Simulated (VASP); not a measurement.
# Ga3As3CO in VASP: notebook

Ga3As3CO is run at these levels: PBE+D3(BJ); tasks: single point.

All numbers are computed with VASP 6.6.1; they aren't measurements. Logs are shortened: lines on timing, memory, paths and dates and some standing lists are left out, and cuts for length are marked.

### Step 1. The cell of the first run

The cell holds a slab with vacuum, 8 atoms: a = 4.014 Å, b = 5.676 Å, c = 23.335 Å, α = 90.00°, β = 90.00°, γ = 90.00°.

### Step 2. Single point, PBE+D3(BJ)

The input, INCAR:

```
ALGO = Normal
DIPOL = 0.5 0.5 0.320
EDIFF = 1E-6
ENCUT = 520
GGA = PE
IDIPOL = 3
ISIF = 2
ISMEAR = 0
IVDW = 12
LASPH = T
LCHARG = F
LDIPOL = T
LREAL = F
LWAVE = F
NBANDS = 42
NELM = 80
PREC = Accurate
SIGMA = 0.05
```

The input, KPOINTS:

```
k-points
0
Gamma
  7 5 1
```

The input, POSCAR:

```
Ga3As3CO
1.0
    4.0137031111      0.0000000000      0.0000000000
    0.0000000000      5.6762333751      0.0000000000
    0.0000000000      0.0000000000     23.3352699083
Ga As O C
3 3 1 1
Direct
    0.5000000000      0.5000000000      0.1714143447
    0.0000000000      0.0653835255      0.2680035048
    0.5000000000      0.4894639609      0.3228546357
    0.0000000000      0.2500000000      0.1714143447
    0.5000000000      0.8102208698      0.2504948966
    0.0000000000      0.2887573198      0.3593388866
    0.1666666667      0.6220906532      0.4836142866
    0.1666666667      0.6220906532      0.5328959107
```

Potentials or basis: VASP PAW PBE potentials, release 64 (Ga_d, As, O, C).

Command:

```
$ cat potpaw_PBE.64/Ga_d/POTCAR potpaw_PBE.64/As/POTCAR potpaw_PBE.64/O/POTCAR potpaw_PBE.64/C/POTCAR > POTCAR
$ mpirun -np 1 vasp_std > vasp.out
```

OUTCAR:

```text
EDIFF = 1E-6
   ENCUT = 520
   GGA = PE
   ISIF = 2
   ISMEAR = 0
   IVDW = 12
   LASPH = T
   LREAL = F
   NELM = 80
   PREC = Accurate
 IVDW          = 12

 ion  position               nearest neighbor table
   1  0.500  0.500  0.171-   4 2.46   4 2.46   5 2.55
   2  0.000  0.065  0.268-   6 2.48   4 2.49   5 2.51   5 2.51
   3  0.500  0.489  0.323-   6 2.46   6 2.46   5 2.48
   4  0.000  0.250  0.171-   1 2.46   1 2.46   2 2.49
   5  0.500  0.810  0.250-   3 2.48   2 2.51   2 2.51   1 2.55
   6  0.000  0.289  0.359-   3 2.46   3 2.46   2 2.48
   7  0.167  0.622  0.484-   8 1.15
   8  0.167  0.622  0.533-   7 1.15

  LATTYP: Found a simple orthorhombic cell.
 ALAT       =     4.0137031111
 B/A-ratio  =     1.4142135624
 C/A-ratio  =     5.8139003465

  Lattice vectors:

 A1 = (   4.0137031111,   0.0000000000,   0.0000000000)
 A2 = (   0.0000000000,   5.6762333751,   0.0000000000)
 A3 = (   0.0000000000,   0.0000000000,  23.3352699083)

Analysis of symmetry for initial positions (statically):
=====================================================================
 Subroutine PRICEL returns:
 Original cell was already a primitive cell.

 Routine SETGRP: Setting up the symmetry group for a
 simple orthorhombic supercell.

 Subroutine GETGRP returns: Found  1 space group operations
 (whereof  1 operations were pure point group operations)
 out of a pool of  8 trial point group operations.

The static configuration has the point symmetry C_1 .

Analysis of symmetry for dynamics (positions and initial velocities):
=====================================================================
 Subroutine PRICEL returns:
 Original cell was already a primitive cell.

 Routine SETGRP: Setting up the symmetry group for a
 simple orthorhombic supercell.

 Subroutine GETGRP returns: Found  1 space group operations
 (whereof  1 operations were pure point group operations)
 out of a pool of  8 trial point group operations.

The dynamic configuration has the point symmetry C_1 .

 Subroutine INISYM returns: Found  1 space group operations
 (whereof  1 operations are pure point group operations),
 and found     1 'primitive' translations

----------------------------------------------------------------------------------------

                                     Primitive cell

  volume of cell :     531.6408

  direct lattice vectors                    reciprocal lattice vectors
     4.013703111  0.000000000  0.000000000     0.249146480  0.000000000  0.000000000
     0.000000000  5.676233375  0.000000000     0.000000000  0.176173165  0.000000000
     0.000000000  0.000000000 23.335269908     0.000000000  0.000000000  0.042853586

  length of vectors
     4.013703111  5.676233375 23.335269908     0.249146480  0.176173165  0.042853586

  position of ions in fractional coordinates (direct lattice)
     0.500000000  0.500000000  0.171414345
     0.000000000  0.065383526  0.268003505
     0.500000000  0.489463961  0.322854636
     0.000000000  0.250000000  0.171414345
     0.500000000  0.810220870  0.250494897
     0.000000000  0.288757320  0.359338887
     0.166666667  0.622090653  0.483614287
     0.166666667  0.622090653  0.532895911

  ion indices of the primitive-cell ions
   primitive index   ion index
                 1           1
                 2           2
                 3           3
                 4           4
                 5           5
                 6           6
                 7           7
                 8           8

----------------------------------------------------------------------------------------

 KPOINTS: k-points

Automatic generation of k-mesh.
 Grid dimensions read from file:
 generate k-points for:    7    5    1

 Generating k-lattice:

  Cartesian coordinates                     Fractional coordinates (reciprocal lattice)
     0.035592354  0.000000000  0.000000000     0.142857143  0.000000000  0.000000000
     0.000000000  0.035234633  0.000000000     0.000000000  0.200000000  0.000000000
     0.000000000  0.000000000  0.042853586     0.000000000  0.000000000  1.000000000

  Length of vectors
     0.035592354  0.035234633  0.042853586

  Shift w.r.t. Gamma in fractional coordinates (k-lattice)
     0.000000000  0.000000000  0.000000000

 Subroutine IBZKPT returns following result:
 ===========================================

 Found     18 irreducible k-points:

 Following reciprocal coordinates:
            Coordinates               Weight
  0.000000  0.000000  0.000000      1.000000
  0.142857  0.000000  0.000000      2.000000
  0.285714  0.000000  0.000000      2.000000
  0.428571  0.000000  0.000000      2.000000
  0.000000  0.200000  0.000000      2.000000
  0.142857  0.200000  0.000000      2.000000
[... 10 lines left out ...]
  0.428571  0.400000  0.000000      2.000000
  0.428571 -0.400000  0.000000      2.000000
   k-points           NKPTS =     18   k-points in BZ     NKDIM =     18   number of bands    NBANDS=     42
   number of dos      NEDOS =    301   number of ions     NIONS =      8
   total plane-waves  NPLWV = 226800
   dimension x,y,z NGX =    30 NGY =   42 NGZ =  180
   dimension x,y,z NGXF=    60 NGYF=   84 NGZF=  360
   ions per type =               3   3   1   1
   NGX,Y,Z   is equivalent  to a cutoff of  12.43, 12.30, 12.82 a.u.
   NGXF,Y,Z  is equivalent  to a cutoff of  24.85, 24.60, 25.65 a.u.
 SYSTEM =  unknown system
   PREC   = accura    normal or accurate (medium, high low for compatibility)
   ISTART =      0    job   : 0-new  1-cont  2-samecut
   ICHARG =      2    charge: 1-file 2-atom 10-const
   ISPIN  =      1    spin polarized calculation?
   LNONCOLLINEAR =      F non collinear calculations
   LSORBIT =      F    spin-orbit coupling
   LASPH  =      T    aspherical Exc in radial PAW
   ENCUT  =  520.0 eV  38.22 Ry    6.18 a.u.   7.46 10.55 43.39*2*pi/ulx,y,z
   NELM   =     80;   NELMIN=  2; NELMDL= -5     # of ELM steps
   EDIFF  = 0.1E-05   stopping-criterion for ELM
   LREAL  =      F    real-space projection
   EDIFFG = 0.1E-04   stopping-criterion for IOM
   NSW    =      0    number of steps for IOM
   IBRION =     -1    ionic relax: 0-MD 1-quasi-New 2-CG
   NFREE  =      0    steps in history (QN), initial steepest desc. (CG)
   ISIF   =      2    stress and relaxation
   ISYM   =      2    0-nonsym 1-usesym 2-fastsym
   POTIM  = 0.5000    time-step for ionic-motion
   TEBEG  =    0.0;   TEEND  =   0.0 temperature during run
   PSTRESS=    0.0 pullay stress
   NELECT =      64.0000    total number of electrons
   NUPDOWN=      -1.0000    fix difference up-down
   EMIN   =  10.00;   EMAX   =-10.00  energy-range for DOS
   EFERMI =   0.00;   METHOD = LEGACY
   ISMEAR =     0;   SIGMA  =   0.05  broadening in eV -4-tet -1-fermi 0-gaus
   EFERMI_NEDOS =   21; number of points for ismear=-14 and -15
   IALGO  =     38    algorithm
   IMIX   =      4    mixing-type and parameters
     AMIX     =   0.40;   BMIX     =  1.00
     AMIX_MAG =   1.60;   BMIX_MAG =  1.00
  volume/ion in A,a.u.               =      66.46       448.46
  Fermi-wavevector in a.u.,A,eV,Ry     =   0.808342  1.527546  8.890285  0.653418
  Thomas-Fermi vector in A             =   1.917130
   LORBIT       =      0    0 simple, 1 ext, 2 COOP (PROOUT), +10 PAW based schemes
   GGA     = PE    functional components
   LHFCALC =     F    Hartree Fock is set to
   AEXX    =    0.0000 exact exchange contribution
   IVDW    =    12    specifies the selected vdW correction
   LEPSILON=     F    determine dielectric tensor
   LRPA    =     F    only Hartree local field effects (RPA)
 non-spin polarized calculation
 Gauss-broadening in eV      SIGMA  =   0.05
  energy-cutoff  :      520.00
  volume of cell :      531.64
 maximum number of plane-waves:     14367
 NGX is ok and might be reduce to    30
   NGX = 15   NGY = 21   NGZ = 87

 dipolmoment           0.000000      0.000000     -0.004546 electrons x Angstroem

 number of electron      64.0000019 magnetization

 dipolmoment           0.000000      0.000000      0.050757 electrons x Angstroem

 Free energy of the ion-electron system (eV)
  ---------------------------------------------------
  ext. energy  EPLUGINS =         0.00000000
  ---------------------------------------------------
  free energy    TOTEN  =       -37.53919873 eV

  energy without entropy =      -37.53919873  energy(sigma->0) =      -37.53919873

 E-fermi :  -2.0735     XC(G=0):  -3.7894

 val. band max:       -2.2712956614   @ k =   0.0000   0.0000   0.0000
 cond. band min:      -1.8711234738   @ k =   0.4286   0.0000   0.0000
 fundamental gap:      0.4001721876
 Fermi energy:        -2.0734983092

 k-point     1 :       0.0000    0.0000    0.0000
  band No.  band energies     occupation
      1     -26.7754      2.00000
      2     -17.2549      2.00000
      3     -17.1912      2.00000
      4     -17.1767      2.00000
      5     -17.1541      2.00000
      6     -17.1333      2.00000
[... 34 lines left out ...]
     41       2.1718      0.00000
     42       2.2059      0.00000

 k-point     2 :       0.1429    0.0000    0.0000
  band No.  band energies     occupation
      1     -26.7738      2.00000
      2     -17.2517      2.00000
      3     -17.1884      2.00000
      4     -17.1761      2.00000
      5     -17.1534      2.00000
      6     -17.1359      2.00000
[... 34 lines left out ...]
     41       1.9839      0.00000
     42       2.2564      0.00000

 k-point     3 :       0.2857    0.0000    0.0000
  band No.  band energies     occupation
      1     -26.7700      2.00000
      2     -17.2448      2.00000
      3     -17.1821      2.00000
      4     -17.1743      2.00000
      5     -17.1517      2.00000
      6     -17.1429      2.00000
[... 34 lines left out ...]
     41       2.3165      0.00000
     42       2.7759      0.00000

 k-point     4 :       0.4286    0.0000    0.0000
  band No.  band energies     occupation
      1     -26.7670      2.00000
      2     -17.2392      2.00000
      3     -17.1765      2.00000
      4     -17.1716      2.00000
      5     -17.1516      2.00000
      6     -17.1506      2.00000
[... 574 lines left out ...]
     41       2.6959      0.00000
     42       3.1492      0.00000

 k-point    17 :       0.4286    0.4000    0.0000
  band No.  band energies     occupation
      1     -26.7669      2.00000
      2     -17.2361      2.00000
      3     -17.1761      2.00000
      4     -17.1714      2.00000
      5     -17.1519      2.00000
      6     -17.1507      2.00000
[... 34 lines left out ...]
     41       2.7314      0.00000
     42       3.0821      0.00000

 k-point    18 :       0.4286   -0.4000    0.0000
  band No.  band energies     occupation
      1     -26.7669      2.00000
      2     -17.2361      2.00000
      3     -17.1761      2.00000
      4     -17.1714      2.00000
      5     -17.1519      2.00000
      6     -17.1507      2.00000
[... 34 lines left out ...]
     41       2.7431      0.00000
     42       3.0657      0.00000

------------------------ aborting loop because EDIFF is reached ----------------------------------------

 vacuum level on the upper side and lower side of the slab       (xc-potential included)         0.049        -0.339

 Edisp (eV)   -1.27321

 E8    (eV) :    -0.5765

  FORCE on cell =-STRESS in cart. coord.  units (eV):
  Direction    XX          YY          ZZ          XY          YZ          ZX
  --------------------------------------------------------------------------------------
  -------------------------------------------------------------------------------------
  Total      -2.10132    -2.59524    -0.75475     0.03841     0.07851     0.04676
  in kB      -6.33264    -7.82113    -2.27456     0.11576     0.23662     0.14093
  external pressure =       -5.48 kB  Pullay stress =        0.00 kB

 VOLUME and BASIS-vectors are now :
 -----------------------------------------------------------------------------
  energy-cutoff  :      520.00
  volume of cell :      531.64
      direct lattice vectors                 reciprocal lattice vectors
     4.013703111  0.000000000  0.000000000     0.249146480  0.000000000  0.000000000
     0.000000000  5.676233375  0.000000000     0.000000000  0.176173165  0.000000000
     0.000000000  0.000000000 23.335269908     0.000000000  0.000000000  0.042853586

 POSITION                                       TOTAL-FORCE (eV/Angst)
 -----------------------------------------------------------------------------------
      2.00685      2.83812      4.00000        -0.000633     -0.311604      1.034206
      0.00000      0.37113      6.25393        -0.005804     -0.003543      0.026030
      2.00685      2.77831      7.53390        -0.000258      0.005327      0.013236
      0.00000      1.41906      4.00000         0.000797      0.312555     -1.066133
      2.00685      4.59900      5.84537         0.000740      0.004176     -0.015431
      0.00000      1.63905      8.38527        -0.008826     -0.040882      0.004745
      0.66895      3.53113     11.28527         0.017434      0.040466      0.716642
      0.66895      3.53113     12.43527        -0.003449     -0.006495     -0.713295
 -----------------------------------------------------------------------------------
    total drift:                               -0.000009     -0.000954     -0.001873

  FREE ENERGIE OF THE ION-ELECTRON SYSTEM (eV)
  ---------------------------------------------------
  free  energy   TOTEN  =       -38.8124077899 eV

  energy  without entropy=      -38.8124077896  energy(sigma->0) =      -38.81240779

 vacuum level on the upper side and lower side of the slab         2.660         2.260
```

Wall time 16 min (1 thread of Oxide Virtual Turin-like, shared host); peak memory 0.7 GiB.

What came out:

* Free energy: -38.8124 eV
* Largest force: 1.111 eV/Å
* Band gap on the k mesh: 0.40 eV (least direct gap 0.75 eV)
* Dispersion energy per atom: -0.159 eV

Forces on the atoms (eV/Å):
```
Ga  -0.001 -0.312  1.034
Ga  -0.006 -0.004  0.026
Ga   0.000  0.005  0.013
As   0.001  0.313 -1.066
As   0.001  0.004 -0.015
As  -0.009 -0.041  0.005
O    0.017  0.040  0.717
C   -0.003 -0.006 -0.713
```

Levels at points of the mesh, in eV from the valence-band top:
```tsv
k point	band 28	band 29	band 30	band 31	band 32	band 33	band 34	band 35	band 36	band 37
(0.00, 0.00, 0.00)	-1.98	-1.33	-0.89	-0.84	0.00	0.75	1.61	2.27	2.48	2.88
```

(Continued in part 2 of 2.)
